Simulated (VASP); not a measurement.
# AlRu3 (I4/mmm) in VASP: single point with PBEsol

Aim: the single point of AlRu3 with PBEsol.

All numbers are computed with VASP 6.6.1; they aren't measurements. Logs are shortened: lines on timing, memory, paths and dates and some standing lists are left out, and cuts for length are marked.

**1. The cell of the first run**

Symmetry: I4/mmm, No. 139, tetragonal system. Conventional cell: a = 4.190 Å, b = 4.190 Å, c = 8.118 Å, α = 90.00°, β = 90.00°, γ = 90.00°. Al (site symmetry 4/mmm) has 12 Ru at 2.92 to 2.96 Å within 3.8 Å. Ru (site symmetry 4/mmm) has 8 Ru at 2.92 Å and 4 Al at 2.96 Å within 3.8 Å. Within 3.8 Å of Ru (site symmetry -4m2) lie 4 Al at 2.92 Å and 8 Ru at 2.92 to 2.96 Å.

**2. Single point, PBEsol**

Contents of INCAR:

```
PREC = Accurate
ENCUT = 500
EDIFF = 1E-6
ISMEAR = -1
SIGMA = 0.0262
LREAL = F
LASPH = T
NELM = 120
ALGO = Normal
ISIF = 2
LWAVE = F
LCHARG = F
GGA = PS
NBANDS = 30
GGA_COMPAT = F
```

Contents of KPOINTS:

```
Automatic mesh
0
Gamma
  9 9 9
```

Contents of POSCAR:

```
AlRu3
1.0
    0.0000000000      4.1896530000      0.0000000000
    4.1896530000      0.0000000000      0.0000000000
    2.0948270000      2.0948270000     -4.0591710000
Al Ru
1 3
Direct
    0.0000000000      0.0000000000      0.0000000000
    0.5000000000      0.5000000000      0.0000000000
    0.2500000000      0.7500000000      0.5000000000
    0.7500000000      0.2500000000      0.5000000000
```

Potentials or basis: VASP PAW PBE potentials, release 64 (Al, Ru_pv).

The run is started by

```
> cat potpaw_PBE.64/Al/POTCAR potpaw_PBE.64/Ru_pv/POTCAR > POTCAR
> mpirun -np 1 vasp_std > vasp.out
```

OUTCAR:

```text
PREC = Accurate
   ENCUT = 500
   EDIFF = 1E-6
   ISMEAR = -1
   LREAL = F
   LASPH = T
   NELM = 120
   ISIF = 2
   GGA = PS

 ion  position               nearest neighbor table
   1  0.000  0.000  0.000-   4 2.92   3 2.92   4 2.92   3 2.92   3 2.92   4 2.92   3 2.92   4 2.92
                             2 2.96   2 2.96   2 2.96   2 2.96
   2  0.500  0.500  0.000-   3 2.92   4 2.92   3 2.92   4 2.92   3 2.92   4 2.92   3 2.92   4 2.92
                             1 2.96   1 2.96   1 2.96   1 2.96
   3  0.250  0.750  0.500-   1 2.92   2 2.92   1 2.92   2 2.92   1 2.92   2 2.92   1 2.92   2 2.92
                             4 2.96   4 2.96   4 2.96   4 2.96
   4  0.750  0.250  0.500-   2 2.92   1 2.92   2 2.92   1 2.92   1 2.92   2 2.92   1 2.92   2 2.92
                             3 2.96   3 2.96   3 2.96   3 2.96

  LATTYP: Found a body centered tetragonal cell.
 ALAT       =     4.1896530000
 C/A-ratio  =     1.9377122640

  Lattice vectors:

 A1 = (  -2.0948270000,   2.0948260000,   4.0591710000)
 A2 = (   2.0948260000,  -2.0948270000,   4.0591710000)
 A3 = (   2.0948270000,   2.0948270000,  -4.0591710000)

Analysis of symmetry for initial positions (statically):
=====================================================================
 Subroutine PRICEL returns:
 Original cell was already a primitive cell.

 Routine SETGRP: Setting up the symmetry group for a
 body centered tetragonal supercell.

 Subroutine GETGRP returns: Found 16 space group operations
 (whereof 16 operations were pure point group operations)
 out of a pool of 16 trial point group operations.

The static configuration has the point symmetry D_4h.

Analysis of symmetry for dynamics (positions and initial velocities):
=====================================================================
 Subroutine PRICEL returns:
 Original cell was already a primitive cell.

 Routine SETGRP: Setting up the symmetry group for a
 body centered tetragonal supercell.

 Subroutine GETGRP returns: Found 16 space group operations
 (whereof 16 operations were pure point group operations)
 out of a pool of 16 trial point group operations.

The dynamic configuration has the point symmetry D_4h.

 Subroutine INISYM returns: Found 16 space group operations
 (whereof 16 operations are pure point group operations),
 and found     1 'primitive' translations

----------------------------------------------------------------------------------------

                                     Primitive cell

  volume of cell :      71.2514

  direct lattice vectors                    reciprocal lattice vectors
     0.000000000  4.189653000  0.000000000     0.000000000  0.238683251  0.123177890
     4.189653000  0.000000000  0.000000000     0.238683251  0.000000000  0.123177890
     2.094827000  2.094827000 -4.059171000     0.000000000  0.000000000 -0.246355721

  length of vectors
     4.189653000  4.189653000  5.025283030     0.268593535  0.268593535  0.246355721

  position of ions in fractional coordinates (direct lattice)
     0.000000000  0.000000000  0.000000000
     0.500000000  0.500000000  0.000000000
     0.250000000  0.750000000  0.500000000
     0.750000000  0.250000000  0.500000000

  ion indices of the primitive-cell ions
   primitive index   ion index
                 1           1
                 2           2
                 3           3
                 4           4

----------------------------------------------------------------------------------------

 KPOINTS: Automatic mesh

Automatic generation of k-mesh.
 Grid dimensions read from file:
 generate k-points for:    9    9    9

 Generating k-lattice:

  Cartesian coordinates                     Fractional coordinates (reciprocal lattice)
     0.000000000  0.026520361  0.013686432     0.111111111  0.000000000  0.000000000
     0.026520361  0.000000000  0.013686432     0.000000000  0.111111111  0.000000000
     0.000000000  0.000000000 -0.027372858     0.000000000  0.000000000  0.111111111

  Length of vectors
     0.029843726  0.029843726  0.027372858

  Shift w.r.t. Gamma in fractional coordinates (k-lattice)
     0.000000000  0.000000000  0.000000000

 Subroutine IBZKPT returns following result:
 ===========================================

 Found     75 irreducible k-points:

 Following reciprocal coordinates:
            Coordinates               Weight
  0.000000  0.000000  0.000000      1.000000
  0.111111  0.000000  0.000000      8.000000
  0.222222  0.000000  0.000000      8.000000
  0.333333  0.000000 -0.000000      8.000000
  0.444444  0.000000  0.000000      8.000000
  0.111111  0.111111  0.000000      8.000000
[... 16 lines left out ...]
 -0.333333  0.333333  0.000000      4.000000
  0.444444  0.444444  0.000000      8.000000
 [... further k-points ...]
   k-points           NKPTS =     75   k-points in BZ     NKDIM =     75   number of bands    NBANDS=     30
   number of dos      NEDOS =    301   number of ions     NIONS =      4
   total plane-waves  NPLWV =  40960
   dimension x,y,z NGX =    32 NGY =   32 NGZ =   40
   dimension x,y,z NGXF=    64 NGYF=   64 NGZF=   80
   ions per type =               1   3
   NGX,Y,Z   is equivalent  to a cutoff of  12.70, 12.70, 13.23 a.u.
   NGXF,Y,Z  is equivalent  to a cutoff of  25.40, 25.40, 26.47 a.u.
 SYSTEM =  unknown system
   PREC   = accura    normal or accurate (medium, high low for compatibility)
   ISTART =      0    job   : 0-new  1-cont  2-samecut
   ICHARG =      2    charge: 1-file 2-atom 10-const
   ISPIN  =      1    spin polarized calculation?
   LNONCOLLINEAR =      F non collinear calculations
   LSORBIT =      F    spin-orbit coupling
   LASPH  =      T    aspherical Exc in radial PAW
   ENCUT  =  500.0 eV  36.75 Ry    6.06 a.u.   7.64  7.64  9.16*2*pi/ulx,y,z
   NELM   =    120;   NELMIN=  2; NELMDL= -5     # of ELM steps
   EDIFF  = 0.1E-05   stopping-criterion for ELM
   LREAL  =      F    real-space projection
   EDIFFG = 0.1E-04   stopping-criterion for IOM
   NSW    =      0    number of steps for IOM
   IBRION =     -1    ionic relax: 0-MD 1-quasi-New 2-CG
   NFREE  =      0    steps in history (QN), initial steepest desc. (CG)
   ISIF   =      2    stress and relaxation
   ISYM   =      2    0-nonsym 1-usesym 2-fastsym
   POTIM  = 0.5000    time-step for ionic-motion
   TEBEG  =    0.0;   TEEND  =   0.0 temperature during run
   PSTRESS=    0.0 pullay stress
   NELECT =      45.0000    total number of electrons
   NUPDOWN=      -1.0000    fix difference up-down
   EMIN   =  10.00;   EMAX   =-10.00  energy-range for DOS
   EFERMI =   0.00;   METHOD = LEGACY
   ISMEAR =    -1;   SIGMA  =   0.03  broadening in eV -4-tet -1-fermi 0-gaus
   EFERMI_NEDOS =   21; number of points for ismear=-14 and -15
   IALGO  =     38    algorithm
   IMIX   =      4    mixing-type and parameters
     AMIX     =   0.40;   BMIX     =  1.00
     AMIX_MAG =   1.60;   BMIX_MAG =  1.00
  volume/ion in A,a.u.               =      17.81       120.21
  Fermi-wavevector in a.u.,A,eV,Ry     =   1.404584  2.654280 26.842355  1.972857
  Thomas-Fermi vector in A             =   2.527131
   LORBIT       =      0    0 simple, 1 ext, 2 COOP (PROOUT), +10 PAW based schemes
   GGA     = PS    functional components
   LHFCALC =     F    Hartree Fock is set to
   AEXX    =    0.0000 exact exchange contribution
   IVDW    =     0    specifies the selected vdW correction
   LEPSILON=     F    determine dielectric tensor
   LRPA    =     F    only Hartree local field effects (RPA)
 non-spin polarized calculation
  energy-cutoff  :      500.00
  volume of cell :       71.25
 maximum number of plane-waves:      1834
   NGX = 15   NGY = 15   NGZ = 19

 number of electron      44.9999998 magnetization

 Free energy of the ion-electron system (eV)
  ---------------------------------------------------
  ext. energy  EPLUGINS =         0.00000000
  ---------------------------------------------------
  free energy    TOTEN  =       -32.23829420 eV

  energy without entropy =      -32.21836183  energy(sigma->0) =      -32.22832802

 E-fermi :   7.7437     XC(G=0): -11.9681

 val. band max:        7.7433925785   @ k =  -0.2222   0.2222   0.0000
 cond. band min:       7.7500758636   @ k =  -0.4444   0.4444   0.1111
 fundamental gap:      0.0066832851
 Fermi energy:         7.7436805573

 k-point     1 :       0.0000    0.0000    0.0000
  band No.  band energies     occupation
      1     -34.6497      2.00000
      2     -34.5725      2.00000
      3     -34.5725      2.00000
      4     -34.5200      2.00000
      5     -34.5200      2.00000
      6     -34.3961      2.00000
[... 22 lines left out ...]
     29      13.0014      0.00000
     30      14.2127      0.00000

 k-point     2 :       0.1111    0.0000    0.0000
  band No.  band energies     occupation
      1     -34.6486      2.00000
      2     -34.5790      2.00000
      3     -34.5767      2.00000
      4     -34.5108      2.00000
      5     -34.5081      2.00000
      6     -34.3930      2.00000
[... 22 lines left out ...]
     29      12.9965      0.00000
     30      13.6630      0.00000

 k-point     3 :       0.2222    0.0000    0.0000
  band No.  band energies     occupation
      1     -34.6438      2.00000
      2     -34.5903      2.00000
      3     -34.5841      2.00000
      4     -34.4892      2.00000
      5     -34.4819      2.00000
      6     -34.3868      2.00000
[... 22 lines left out ...]
     29      13.0806      0.00000
     30      13.7172      0.00000

 k-point     4 :       0.3333    0.0000   -0.0000
  band No.  band energies     occupation
      1     -34.6368      2.00000
      2     -34.5961      2.00000
      3     -34.5897      2.00000
      4     -34.4621      2.00000
      5     -34.4525      2.00000
      6     -34.3955      2.00000
[... 616 lines left out ...]
     29      12.1191      0.00000
     30      13.4889      0.00000

 k-point    23 :      -0.3333    0.3333    0.0000
  band No.  band energies     occupation
      1     -34.6682      2.00000
      2     -34.6203      2.00000
      3     -34.5703      2.00000
      4     -34.4804      2.00000
      5     -34.4698      2.00000
      6     -34.3721      2.00000
[... 22 lines left out ...]
     29      12.2306      0.00000
     30      13.2054      0.00000

 k-point    24 :       0.4444    0.4444    0.0000
  band No.  band energies     occupation
      1     -34.6716      2.00000
      2     -34.6330      2.00000
      3     -34.5635      2.00000
      4     -34.5397      2.00000
      5     -34.4195      2.00000
      6     -34.4078      2.00000
[... 22 lines left out ...]
     29      12.0953      0.00000
     30      13.4181      0.00000

 [... further k-points ...]
[... 5 lines left out ...]
  --------------------------------------------------------------------------------------
  -------------------------------------------------------------------------------------
  Total      -17.6664862    -17.6664862    -16.4145565     -0.0000000      0.0000020      0.0000020
  in kB     -397.2531085   -397.2531085   -369.1018990     -0.0000000      0.0000455      0.0000455
  external PRESSURE =    -387.8693720 kB  Pullay stress =       0.0000000 kB

 VOLUME and BASIS-vectors are now :
 -----------------------------------------------------------------------------
  energy-cutoff  :      500.00
  volume of cell :       71.25
      direct lattice vectors                 reciprocal lattice vectors
     0.000000000  4.189653000  0.000000000     0.000000000  0.238683251  0.123177890
     4.189653000  0.000000000  0.000000000     0.238683251  0.000000000  0.123177890
     2.094827000  2.094827000 -4.059171000     0.000000000  0.000000000 -0.246355721

 POSITION                                       TOTAL-FORCE (eV/Angst)
 -----------------------------------------------------------------------------------
      0.00000      0.00000      0.00000         0.000000      0.000000     -0.000000
      2.09483      2.09483      0.00000         0.000000      0.000000     -0.000000
      4.18965      2.09483     -2.02959        -0.000000      0.000000     -0.000000
      2.09483      4.18965     -2.02959         0.000000     -0.000000      0.000000
 -----------------------------------------------------------------------------------
    total drift:                               -0.000000     -0.000000      0.000000

  FREE ENERGIE OF THE ION-ELECTRON SYSTEM (eV)
  ---------------------------------------------------
  free  energy   TOTEN  =       -32.2382941992 eV

  energy  without entropy=      -32.2183618329  energy(sigma->0) =      -32.22832802
```

Wall time 1.8 min (1 thread of Intel Xeon Platinum 8488C (Sapphire Rapids), shared host); peak memory 0.26 GiB.

What came out:

| Quantity | Value |
| --- | --- |
| Free energy | -32.2383 eV |
| Pressure | -38.8 GPa |

Levels at points of the mesh, in eV from the Fermi level:
| k point | band 20 | band 21 | band 22 | band 23 | band 24 | band 25 | band 26 | band 27 |
| --- | --- | --- | --- | --- | --- | --- | --- | --- |
| (0.00, 0.00, 0.00) | -0.05 | 0.03 | 0.27 | 0.27 | 0.60 | 1.54 | 1.73 | 4.45 |

Caveat: the PAW data sets were made with another functional, which shifts forces and pressure a little.
